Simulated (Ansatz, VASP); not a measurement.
**Two plane-wave programs on TaN**

```xyz
2
Lattice="2.9045 0.0000 0.0000 -1.4523 2.5154 0.0000 0.0000 0.0000 2.8552" Properties=species:S:1:pos:R:3 pbc="T T T"
Ta    0.0000    0.0000    0.0000
N     0.0000    1.6769    1.4276
```

Alike in both runs: functional PBEsol; dispersion D3(BJ); k mesh 9 × 9 × 8; occupations gaussian, width 0.1 eV; no spin polarisation.

Ansatz relaxed the structure, and its values are those at the end. VASP's run is a single point on that final structure, the one shown.

```csv
,VASP,Ansatz
version,VASP 6.6.1,Ansatz 0.2.0
potentials or method,"VASP PAW PBE potentials, release 64 (Ta_sv_GW, N), cutoff 600 eV","scalar-relativistic, plane waves, PAW"
valence electrons in the cell,18,18
```

Ansatz gave:

- gap on the k mesh at the Fermi level (eV): none
- pressure (GPa): -0.4

Problem. Estimate VASP's values.

Solution. gap on the k mesh at the Fermi level (eV): none; pressure (GPa): -0.2.

VASP's potentials were made for PBE, not for PBEsol, and Ansatz warns of the same on its side. A gap of «none» marks a metal or a gap that the smearing closes.

Spin-orbit coupling is off throughout.
